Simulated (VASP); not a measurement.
# Na (Pm-3m) in VASP: further runs

Runs on Na. Level: PBE. Tasks: single point.

Everything below comes from runs of VASP 6.6.1. Logs are shortened: lines on timing, memory, paths and dates and some standing lists are left out, and cuts for length are marked.

## (1) The cell of the first run

It takes space group Pm-3m (No. 221, cubic). Conventional cell: a = 3.343 Å, b = 3.343 Å, c = 3.343 Å, α = 90.00°, β = 90.00°, γ = 90.00°. Within 4.4 Å of Na (site symmetry m-3m) lie 6 Na at 3.34 Å.

This isn't the form of Na at room conditions, which is bcc.

## (2) Single point, PBE

INCAR

```
SYSTEM = Na
ALGO = Normal ; EDIFF = 1E-6
ENCUT = 520 ; GGA = PE
ISIF = 2 ; ISMEAR = -1
LASPH = .True. ; LCHARG = .False.
LREAL = .False. ; LWAVE = .False.
NBANDS = 10 ; NELM = 60
PREC = Accurate ; SIGMA = 0.06122561905347299
```

KPOINTS

```
k-points
0
Gamma
  32 32 32
  0 0 0
```

POSCAR

```
Na
1.0
    3.3433900107      0.0000000000      0.0000000000
    0.0000000000      3.3433900107      0.0000000000
    0.0000000000      0.0000000000      3.3433900107
Na
1
Direct
    0.0000000000      0.0000000000      0.0000000000
```

Potentials or basis: VASP PAW PBE potentials, release 64 (Na_pv).

On the command line:

```console
> cat potpaw_PBE.64/Na_pv/POTCAR > POTCAR
> mpirun -np 1 vasp_std > vasp.out
```

OUTCAR:

```text
SYSTEM = Na
   EDIFF = 1E-6
   ENCUT = 520
   GGA = PE
   ISIF = 2
   ISMEAR = -1
   LASPH = .True.
   LREAL = .False.
   NELM = 60
   PREC = Accurate

 ion  position               nearest neighbor table
   1  0.000  0.000  0.000-

  LATTYP: Found a simple cubic cell.
 ALAT       =     3.3433900107

  Lattice vectors:

 A1 = (   3.3433900107,   0.0000000000,   0.0000000000)
 A2 = (   0.0000000000,   3.3433900107,   0.0000000000)
 A3 = (   0.0000000000,   0.0000000000,   3.3433900107)

Analysis of symmetry for initial positions (statically):
=====================================================================
 Subroutine PRICEL returns:
 Original cell was already a primitive cell.

 Routine SETGRP: Setting up the symmetry group for a
 simple cubic supercell.

 Subroutine GETGRP returns: Found 48 space group operations
 (whereof 48 operations were pure point group operations)
 out of a pool of 48 trial point group operations.

The static configuration has the point symmetry O_h .

Analysis of symmetry for dynamics (positions and initial velocities):
=====================================================================
 Subroutine PRICEL returns:
 Original cell was already a primitive cell.

 Routine SETGRP: Setting up the symmetry group for a
 simple cubic supercell.

 Subroutine GETGRP returns: Found 48 space group operations
 (whereof 48 operations were pure point group operations)
 out of a pool of 48 trial point group operations.

The dynamic configuration has the point symmetry O_h .

 Subroutine INISYM returns: Found 48 space group operations
 (whereof 48 operations are pure point group operations),
 and found     1 'primitive' translations

----------------------------------------------------------------------------------------

                                     Primitive cell

  volume of cell :      37.3733

  direct lattice vectors                    reciprocal lattice vectors
     3.343390011  0.000000000  0.000000000     0.299097622  0.000000000  0.000000000
     0.000000000  3.343390011  0.000000000     0.000000000  0.299097622  0.000000000
     0.000000000  0.000000000  3.343390011     0.000000000  0.000000000  0.299097622

  length of vectors
     3.343390011  3.343390011  3.343390011     0.299097622  0.299097622  0.299097622

  position of ions in fractional coordinates (direct lattice)
     0.000000000  0.000000000  0.000000000

  ion indices of the primitive-cell ions
[... 77 lines left out ...]
   NSW    =      0    number of steps for IOM
   IBRION =     -1    ionic relax: 0-MD 1-quasi-New 2-CG
   NFREE  =      0    steps in history (QN), initial steepest desc. (CG)
   ISIF   =      2    stress and relaxation
   ISYM   =      2    0-nonsym 1-usesym 2-fastsym
   POTIM  = 0.5000    time-step for ionic-motion
   TEBEG  =    0.0;   TEEND  =   0.0 temperature during run
   PSTRESS=    0.0 pullay stress
   NELECT =       7.0000    total number of electrons
   NUPDOWN=      -1.0000    fix difference up-down
   EMIN   =  10.00;   EMAX   =-10.00  energy-range for DOS
   EFERMI =   0.00;   METHOD = LEGACY
   ISMEAR =    -1;   SIGMA  =   0.06  broadening in eV -4-tet -1-fermi 0-gaus
   EFERMI_NEDOS =   21; number of points for ismear=-14 and -15
   IALGO  =     38    algorithm
   IMIX   =      4    mixing-type and parameters
     AMIX     =   0.40;   BMIX     =  1.00
     AMIX_MAG =   1.60;   BMIX_MAG =  1.00
  volume/ion in A,a.u.               =      37.37       252.21
  Fermi-wavevector in a.u.,A,eV,Ry     =   0.936671  1.770052 11.937110  0.877353
  Thomas-Fermi vector in A             =   2.063704
   LORBIT       =      0    0 simple, 1 ext, 2 COOP (PROOUT), +10 PAW based schemes
   GGA     = PE    functional components
   LHFCALC =     F    Hartree Fock is set to
   AEXX    =    0.0000 exact exchange contribution
   IVDW    =     0    specifies the selected vdW correction
   LEPSILON=     F    determine dielectric tensor
   LRPA    =     F    only Hartree local field effects (RPA)
 non-spin polarized calculation
  energy-cutoff  :      520.00
  volume of cell :       37.37
 maximum number of plane-waves:      1024
 NGX is ok and might be reduce to    28
   NGX = 13   NGY = 13   NGZ = 13

 number of electron       6.9999996 magnetization

 Free energy of the ion-electron system (eV)
  ---------------------------------------------------
  ext. energy  EPLUGINS =         0.00000000
  ---------------------------------------------------
  free energy    TOTEN  =        -1.19283526 eV

  energy without entropy =       -1.18696084  energy(sigma->0) =       -1.18989805

 E-fermi :   0.3311     XC(G=0):  -6.4724

 val. band max:        0.3306408623   @ k =   0.4375   0.1875   0.1250
 cond. band min:       0.3334983010   @ k =   0.3750   0.3125   0.0625
 fundamental gap:      0.0028574388
 Fermi energy:         0.3311145362

 k-point     1 :       0.0000    0.0000    0.0000
  band No.  band energies     occupation
      1     -24.7615      2.00000
      2     -24.7615      2.00000
      3     -24.7615      2.00000
      4      -2.9426      2.00000
      5       8.7951      0.00000
      6       8.7951      0.00000
      7      10.2146      0.00000
      8      10.2146      0.00000
      9      10.2146      0.00000
     10      13.2174      0.00000
[... 287 lines left out ...]
 k-point    24 :       0.2188    0.0312    0.0000
  band No.  band energies     occupation
      1     -24.7845      2.00000
      2     -24.7601      2.00000
      3     -24.7595      2.00000
      4      -2.2662      2.00000
      5       5.0449      0.00000
      6       9.2075      0.00000
      7      10.7522      0.00000
      8      10.7540      0.00000
      9      12.2724      0.00000
     10      16.6382      0.00000

 [... further k-points ...]

------------------------ aborting loop because EDIFF is reached ----------------------------------------

  FORCE on cell =-STRESS in cart. coord.  units (eV):
  Direction    XX          YY          ZZ          XY          YZ          ZX
  --------------------------------------------------------------------------------------
  -------------------------------------------------------------------------------------
  Total        0.0974082      0.0974082      0.0974082      0.0000000      0.0000000     -0.0000000
  in kB        4.1758518      4.1758518      4.1758518      0.0000000      0.0000000     -0.0000000
  external PRESSURE =       4.1758518 kB  Pullay stress =       0.0000000 kB

 VOLUME and BASIS-vectors are now :
 -----------------------------------------------------------------------------
  energy-cutoff  :      520.00
  volume of cell :       37.37
      direct lattice vectors                 reciprocal lattice vectors
     3.343390011  0.000000000  0.000000000     0.299097622  0.000000000  0.000000000
     0.000000000  3.343390011  0.000000000     0.000000000  0.299097622  0.000000000
     0.000000000  0.000000000  3.343390011     0.000000000  0.000000000  0.299097622

 POSITION                                       TOTAL-FORCE (eV/Angst)
 -----------------------------------------------------------------------------------
      0.00000      0.00000      0.00000         0.000000      0.000000      0.000000
 -----------------------------------------------------------------------------------
    total drift:                               -0.000000     -0.000000     -0.000000

  FREE ENERGIE OF THE ION-ELECTRON SYSTEM (eV)
  ---------------------------------------------------
  free  energy   TOTEN  =        -1.1928352608 eV

  energy  without entropy=       -1.1869608394  energy(sigma->0) =       -1.18989805
```

It took 80 s on 1 thread of Intel Xeon 6975P-C (Granite Rapids), shared host; peak memory 0.38 GiB.

Results:

| Property | Result |
| --- | --- |
| Free energy | -1.1928 eV |
| Pressure | 0.4 GPa |
| Band gap on the k mesh | zero (an odd number of electrons rules out a gap without spin polarisation) |

Levels at points of the mesh, in eV from the Fermi level:
```csv
k point,band 1,band 2,band 3,band 4,band 5,band 6,band 7,band 8
"(0.00, 0.00, 0.00)",-25.09,-25.09,-25.09,-3.27,8.46,8.46,9.88,9.88
"(0.50, 0.00, 0.00)",-25.15,-25.09,-25.09,0.01,0.22,10.83,12.27,12.27
"(0.50, 0.50, 0.00)",-25.14,-25.14,-25.08,3.08,3.08,3.21,4.21,14.68
"(0.50, 0.50, 0.50)",-25.14,-25.14,-25.14,5.98,5.98,5.98,6.22,6.22
```

## (3) Single point, PBE

This run uses another cell than the first one, of 38.17 Å³/atom.

INCAR

```
SYSTEM = Na
ALGO = Normal
EDIFF = 1E-6
ENCUT = 520
GGA = PE
ISIF = 2
ISMEAR = -1
LASPH = .TRUE.
LCHARG = .FALSE.
LREAL = .FALSE.
LWAVE = .FALSE.
NBANDS = 10
NELM = 80
PREC = Accurate
SIGMA = 0.06122561905347299
```

KPOINTS

```
k-points
0
G
  32 32 32
  0 0 0
```

POSCAR

```
Na
1.0
    3.3669357865      0.0000000000      0.0000000000
    0.0000000000      3.3669357865      0.0000000000
    0.0000000000      0.0000000000      3.3669357865
Na
1
Direct
    0.0000000000      0.0000000000      0.0000000000
```

Potentials or basis: VASP PAW PBE potentials, release 64 (Na_pv).

On the command line:

```console
> cat potpaw_PBE.64/Na_pv/POTCAR > POTCAR
> mpirun -np 1 vasp_std > vasp.out
```

It took 85 s on 1 thread of Intel Xeon 6975P-C (Granite Rapids), shared host; peak memory 0.39 GiB.

The run converged. Its results:

* Free energy: -1.1946 eV
* Pressure: 0.3 GPa
* Band gap on the k mesh: zero (an odd number of electrons rules out a gap without spin polarisation)

Levels at points of the mesh, in eV from the Fermi level:
| k point | band 1 | band 2 | band 3 | band 4 | band 5 | band 6 |
| --- | --- | --- | --- | --- | --- | --- |
| (0.00, 0.00, 0.00) | -25.10 | -25.10 | -25.10 | -3.23 | 8.37 | 8.37 |
| (0.50, 0.00, 0.00) | -25.16 | -25.10 | -25.10 | 0.02 | 0.20 | 10.71 |
| (0.50, 0.50, 0.00) | -25.15 | -25.15 | -25.09 | 3.04 | 3.04 | 3.20 |
| (0.50, 0.50, 0.50) | -25.14 | -25.14 | -25.14 | 5.93 | 5.93 | 5.93 |

## (4) Single point, PBE

This run uses another cell than the first one, of 38.96 Å³/atom.

INCAR

```
SYSTEM = Na
PREC     = Accurate       ! precision mode
ENCUT    = 520            ! plane-wave cutoff, eV
EDIFF    = 1E-6           ! SCF threshold, eV
ISMEAR   = -1             ! smearing method
SIGMA    = 0.06122561905347299 ! smearing width, eV
LREAL    = .False.        ! projectors in reciprocal space
LASPH    = .True.         ! aspherical terms in the spheres
NELM     = 100            ! most SCF steps
ALGO     = Normal         ! electronic algorithm
ISIF     = 2              ! what is computed and relaxed
LWAVE    = .False.        ! write WAVECAR
LCHARG   = .True.         ! write CHGCAR
GGA      = PE             ! functional
LELF     = .True.         ! ELF
LVHAR    = .True.       
NBANDS   = 10             ! bands
```

KPOINTS

```
regular mesh
0
Gamma
  32 32 32
  0 0 0
```

POSCAR

```
Na
1.0
    3.3901567671      0.0000000000      0.0000000000
    0.0000000000      3.3901567671      0.0000000000
    0.0000000000      0.0000000000      3.3901567671
Na
1
Direct
    0.0000000000      0.0000000000      0.0000000000
```

On the command line:

```console
> cat potpaw_PBE.64/Na_pv/POTCAR > POTCAR
> mpirun -np 1 vasp_std > vasp.out
```

Run time: 84 s. Hardware: 1 thread of Intel Xeon 6975P-C (Granite Rapids), shared host; peak memory 0.39 GiB.

Results (log left out):

| Property | Result |
| --- | --- |
| Free energy | -1.1955 eV |
| Pressure | 0.1 GPa |
| Band gap on the k mesh | zero (an odd number of electrons rules out a gap without spin polarisation) |

Levels at points of the mesh, in eV from the Fermi level:
```csv
k point,band 1,band 2,band 3,band 4,band 5,band 6,band 7
"(0.00, 0.00, 0.00)",-25.11,-25.11,-25.11,-3.19,8.29,8.29,9.61
"(0.50, 0.00, 0.00)",-25.16,-25.11,-25.11,0.03,0.19,10.59,11.99
"(0.50, 0.50, 0.00)",-25.16,-25.16,-25.11,3.00,3.00,3.18,4.03
"(0.50, 0.50, 0.50)",-25.15,-25.15,-25.15,5.87,5.87,5.87,6.02
```

## (5) The runs side by side

| cell | gap on the mesh (eV) | pressure (GPa) |
| --- | --- | --- |
| a = 3.343 Å, 1 atom | none | 0.4 |
| a = 3.367 Å, 1 atom | none | 0.3 |
| a = 3.390 Å, 1 atom | none | 0.1 |

Alike in all rows: task single point; level PBE; potentials or basis VASP PAW PBE potentials, release 64 (Na_pv); no spin polarisation; k mesh 32 × 32 × 32; cutoff (eV) 520; smearing fermi-dirac 0.0612256 eV.

Total energies depend on the potentials used, so only differences within one code and one set of settings carry meaning.
